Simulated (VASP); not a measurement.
# Nb (Fm-3m) in VASP: notebook

Nb is run at these levels: PBEsol; tasks: single point.

All numbers are computed with VASP 6.6.1; they aren't measurements. Logs are shortened: lines on timing, memory, paths and dates and some standing lists are left out, and cuts for length are marked.

## Step 1: The cell of the first run

It takes space group Fm-3m (No. 225, cubic). The conventional cell has a = 4.166 Å, b = 4.166 Å, c = 4.166 Å, α = 90.00°, β = 90.00°, γ = 90.00°. Within 3.9 Å of Nb (site symmetry m-3m) lie 12 Nb at 2.95 Å.

This isn't the form of Nb at room conditions, which is bcc.

## Step 2: Single point, PBEsol

File INCAR:

```
PREC = Accurate
ENCUT = 500
EDIFF = 1E-6
ISMEAR = 0
SIGMA = 0.05
LREAL = F
LASPH = T
NELM = 120
ALGO = Normal
ISIF = 2
LWAVE = F
LCHARG = T
GGA = PS
LELF = T
LVHAR = T
NBANDS = 12
GGA_COMPAT = F
```

File KPOINTS:

```
Automatic mesh
0
Gamma
  7 7 7
```

File POSCAR:

```
Nb
1.0
    0.0000000000      2.0830082917      2.0830082917
    2.0830082917      0.0000000000      2.0830082917
    2.0830082917      2.0830082917      0.0000000000
Nb
1
Direct
    0.0000000000      0.0000000000      0.0000000000
```

Potentials or basis: VASP PAW PBE potentials, release 64 (Nb_sv).

Run with:

```bash
$ cat potpaw_PBE.64/Nb_sv/POTCAR > POTCAR
$ mpirun -np 1 vasp_std > vasp.out
```

OUTCAR:

```text
PREC = Accurate
   ENCUT = 500
   EDIFF = 1E-6
   ISMEAR = 0
   LREAL = F
   LASPH = T
   NELM = 120
   ISIF = 2
   GGA = PS

 ion  position               nearest neighbor table
   1  0.000  0.000  0.000-

  LATTYP: Found a face centered cubic cell.
 ALAT       =     4.1660165834

  Lattice vectors:

 A1 = (   0.0000000000,   2.0830082917,   2.0830082917)
 A2 = (   2.0830082917,   0.0000000000,   2.0830082917)
 A3 = (   2.0830082917,   2.0830082917,   0.0000000000)

Analysis of symmetry for initial positions (statically):
=====================================================================
 Subroutine PRICEL returns:
 Original cell was already a primitive cell.

 Routine SETGRP: Setting up the symmetry group for a
 face centered cubic supercell.

 Subroutine GETGRP returns: Found 48 space group operations
 (whereof 48 operations were pure point group operations)
 out of a pool of 48 trial point group operations.

The static configuration has the point symmetry O_h .

Analysis of symmetry for dynamics (positions and initial velocities):
=====================================================================
 Subroutine PRICEL returns:
 Original cell was already a primitive cell.

 Routine SETGRP: Setting up the symmetry group for a
 face centered cubic supercell.

 Subroutine GETGRP returns: Found 48 space group operations
 (whereof 48 operations were pure point group operations)
 out of a pool of 48 trial point group operations.

The dynamic configuration has the point symmetry O_h .

 Subroutine INISYM returns: Found 48 space group operations
 (whereof 48 operations are pure point group operations),
 and found     1 'primitive' translations

----------------------------------------------------------------------------------------

                                     Primitive cell

  volume of cell :      18.0760

  direct lattice vectors                    reciprocal lattice vectors
     0.000000000  2.083008292  2.083008292    -0.240037451  0.240037451  0.240037451
     2.083008292  0.000000000  2.083008292     0.240037451 -0.240037451  0.240037451
     2.083008292  2.083008292  0.000000000     0.240037451  0.240037451 -0.240037451

  length of vectors
     2.945818577  2.945818577  2.945818577     0.415757060  0.415757060  0.415757060

  position of ions in fractional coordinates (direct lattice)
     0.000000000  0.000000000  0.000000000

  ion indices of the primitive-cell ions
   primitive index   ion index
                 1           1

----------------------------------------------------------------------------------------

 KPOINTS: Automatic mesh

Automatic generation of k-mesh.
 Grid dimensions read from file:
 generate k-points for:    7    7    7

 Generating k-lattice:

  Cartesian coordinates                     Fractional coordinates (reciprocal lattice)
    -0.034291064  0.034291064  0.034291064     0.142857143  0.000000000  0.000000000
     0.034291064 -0.034291064  0.034291064     0.000000000  0.142857143  0.000000000
     0.034291064  0.034291064 -0.034291064     0.000000000  0.000000000  0.142857143

  Length of vectors
     0.059393866  0.059393866  0.059393866

  Shift w.r.t. Gamma in fractional coordinates (k-lattice)
     0.000000000  0.000000000  0.000000000

 Subroutine IBZKPT returns following result:
 ===========================================

 Found     20 irreducible k-points:

 Following reciprocal coordinates:
            Coordinates               Weight
  0.000000  0.000000  0.000000      1.000000
  0.142857  0.000000  0.000000      8.000000
  0.285714  0.000000  0.000000      8.000000
  0.428571  0.000000  0.000000      8.000000
  0.142857  0.142857  0.000000      6.000000
  0.285714  0.142857  0.000000     24.000000
[... 12 lines left out ...]
 -0.428571  0.428571  0.142857     24.000000
 -0.285714  0.428571  0.142857     24.000000
   k-points           NKPTS =     20   k-points in BZ     NKDIM =     20   number of bands    NBANDS=     12
   number of dos      NEDOS =    301   number of ions     NIONS =      1
   total plane-waves  NPLWV =  13824
   dimension x,y,z NGX =    24 NGY =   24 NGZ =   24
   dimension x,y,z NGXF=    48 NGYF=   48 NGZF=   48
   ions per type =               1
   NGX,Y,Z   is equivalent  to a cutoff of  13.54, 13.54, 13.54 a.u.
   NGXF,Y,Z  is equivalent  to a cutoff of  27.09, 27.09, 27.09 a.u.
 SYSTEM =  unknown system
   PREC   = accura    normal or accurate (medium, high low for compatibility)
   ISTART =      0    job   : 0-new  1-cont  2-samecut
   ICHARG =      2    charge: 1-file 2-atom 10-const
   ISPIN  =      1    spin polarized calculation?
   LNONCOLLINEAR =      F non collinear calculations
   LSORBIT =      F    spin-orbit coupling
   LASPH  =      T    aspherical Exc in radial PAW
   ENCUT  =  500.0 eV  36.75 Ry    6.06 a.u.   5.37  5.37  5.37*2*pi/ulx,y,z
   NELM   =    120;   NELMIN=  2; NELMDL= -5     # of ELM steps
   EDIFF  = 0.1E-05   stopping-criterion for ELM
   LREAL  =      F    real-space projection
   EDIFFG = 0.1E-04   stopping-criterion for IOM
   NSW    =      0    number of steps for IOM
   IBRION =     -1    ionic relax: 0-MD 1-quasi-New 2-CG
   NFREE  =      0    steps in history (QN), initial steepest desc. (CG)
   ISIF   =      2    stress and relaxation
   ISYM   =      2    0-nonsym 1-usesym 2-fastsym
   POTIM  = 0.5000    time-step for ionic-motion
   TEBEG  =    0.0;   TEEND  =   0.0 temperature during run
   PSTRESS=    0.0 pullay stress
   NELECT =      13.0000    total number of electrons
   NUPDOWN=      -1.0000    fix difference up-down
   EMIN   =  10.00;   EMAX   =-10.00  energy-range for DOS
   EFERMI =   0.00;   METHOD = LEGACY
   ISMEAR =     0;   SIGMA  =   0.05  broadening in eV -4-tet -1-fermi 0-gaus
   EFERMI_NEDOS =   21; number of points for ismear=-14 and -15
   IALGO  =     38    algorithm
   IMIX   =      4    mixing-type and parameters
     AMIX     =   0.40;   BMIX     =  1.00
     AMIX_MAG =   1.60;   BMIX_MAG =  1.00
  volume/ion in A,a.u.               =      18.08       121.98
  Fermi-wavevector in a.u.,A,eV,Ry     =   1.466746  2.771748 29.270815  2.151344
  Thomas-Fermi vector in A             =   2.582447
   LORBIT       =      0    0 simple, 1 ext, 2 COOP (PROOUT), +10 PAW based schemes
   GGA     = PS    functional components
   LHFCALC =     F    Hartree Fock is set to
   AEXX    =    0.0000 exact exchange contribution
   IVDW    =     0    specifies the selected vdW correction
   LEPSILON=     F    determine dielectric tensor
   LRPA    =     F    only Hartree local field effects (RPA)
 non-spin polarized calculation
 Gauss-broadening in eV      SIGMA  =   0.05
  energy-cutoff  :      500.00
  volume of cell :       18.08
 maximum number of plane-waves:       471
 NGX is ok and might be reduce to    24
   NGX = 11   NGY = 11   NGZ = 11

 number of electron      13.0000000 magnetization

 Free energy of the ion-electron system (eV)
  ---------------------------------------------------
  ext. energy  EPLUGINS =         0.00000000
  ---------------------------------------------------
  free energy    TOTEN  =       -10.63666075 eV

  energy without entropy =      -10.63471747  energy(sigma->0) =      -10.63568911

 E-fermi :  11.4441     XC(G=0): -12.6120

 val. band max:       11.4435301398   @ k =   0.0000   0.0000   0.0000
 cond. band min:      11.4636068775   @ k =  -0.4286   0.2857   0.0000
 fundamental gap:      0.0200767377
 Fermi energy:        11.4441297231

 k-point     1 :       0.0000    0.0000    0.0000
  band No.  band energies     occupation
      1     -43.2813      2.00000
      2     -18.6147      2.00000
      3     -18.6147      2.00000
      4     -18.6147      2.00000
      5       5.0225      2.00000
      6      11.4435      1.01353
      7      11.4435      1.01353
      8      11.4435      1.01353
      9      14.1786      0.00000
     10      14.1786      0.00000
     11      23.2306      0.00000
     12      28.1393      0.00000

 k-point     2 :       0.1429    0.0000    0.0000
  band No.  band energies     occupation
      1     -43.2392      2.00000
      2     -18.8850      2.00000
      3     -18.6481      2.00000
      4     -18.6481      2.00000
      5       5.7720      2.00000
      6      10.9332      2.00000
      7      11.7451      0.00000
      8      11.7451      0.00000
      9      13.9493      0.00000
     10      13.9493      0.00000
     11      24.5832      0.00000
     12      26.0887      0.00000

 k-point     3 :       0.2857    0.0000    0.0000
  band No.  band energies     occupation
      1     -43.1433      2.00000
      2     -19.4641      2.00000
      3     -18.7220      2.00000
      4     -18.7220      2.00000
      5       7.1429      2.00000
      6      10.7822      2.00000
      7      11.7335      0.00000
      8      11.7335      0.00000
      9      14.5471      0.00000
     10      14.5471      0.00000
     11      23.2845      0.00000
     12      26.8864      0.00000
[... 226 lines left out ...]
 k-point    19 :      -0.4286    0.4286    0.1429
  band No.  band energies     occupation
      1     -42.9910      2.00000
      2     -19.7167      2.00000
      3     -19.2223      2.00000
      4     -19.0679      2.00000
      5       8.0298      2.00000
      6       8.7526      2.00000
      7      11.9041      0.00000
      8      14.5719      0.00000
      9      16.3010      0.00000
     10      19.0757      0.00000
     11      23.0450      0.00000
     12      23.5429      0.00000

 k-point    20 :      -0.2857    0.4286    0.1429
  band No.  band energies     occupation
      1     -42.9842      2.00000
      2     -19.5506      2.00000
      3     -19.4711      2.00000
      4     -19.0463      2.00000
      5       8.6021      2.00000
      6       9.5964      2.00000
      7      10.8442      2.00000
      8      13.4947      0.00000
      9      16.3173      0.00000
     10      20.5221      0.00000
     11      21.9946      0.00000
     12      23.9285      0.00000

------------------------ aborting loop because EDIFF is reached ----------------------------------------

  FORCE on cell =-STRESS in cart. coord.  units (eV):
  Direction    XX          YY          ZZ          XY          YZ          ZX
  --------------------------------------------------------------------------------------
  -------------------------------------------------------------------------------------
  Total       -0.0599768     -0.0599768     -0.0599768      0.0000000      0.0000000      0.0000000
  in kB       -5.3160711     -5.3160711     -5.3160711      0.0000000      0.0000000      0.0000000
  external PRESSURE =      -5.3160711 kB  Pullay stress =       0.0000000 kB

 VOLUME and BASIS-vectors are now :
 -----------------------------------------------------------------------------
  energy-cutoff  :      500.00
  volume of cell :       18.08
      direct lattice vectors                 reciprocal lattice vectors
     0.000000000  2.083008292  2.083008292    -0.240037451  0.240037451  0.240037451
     2.083008292  0.000000000  2.083008292     0.240037451 -0.240037451  0.240037451
     2.083008292  2.083008292  0.000000000     0.240037451  0.240037451 -0.240037451

 POSITION                                       TOTAL-FORCE (eV/Angst)
 -----------------------------------------------------------------------------------
      0.00000      0.00000      0.00000         0.000000      0.000000     -0.000000
 -----------------------------------------------------------------------------------
    total drift:                                0.000000      0.000000     -0.000000

  FREE ENERGIE OF THE ION-ELECTRON SYSTEM (eV)
  ---------------------------------------------------
  free  energy   TOTEN  =       -10.6366607505 eV

  energy  without entropy=      -10.6347174652  energy(sigma->0) =      -10.63568911
```

Wall time 4.6 s (1 thread of Intel Xeon Platinum 8259CL at 2.50GHz (Skylake/Cascade Lake), shared host); peak memory 0.13 GiB.

Results:

```
Free energy            : -10.6367 eV
Pressure               : -0.5 GPa
Band gap on the k mesh : zero (an odd number of electrons rules out a gap without spin polarisation)
```

Caveat: the k points lie up to 0.37 Å⁻¹ apart, too coarse for converged energies and pressures of a metal; the PAW data sets were made with another functional, which shifts forces and pressure a little.

(Part 1 of 2 ends here.)

The gap in the log of VASP goes by the Fermi energy; the results here count the filled bands.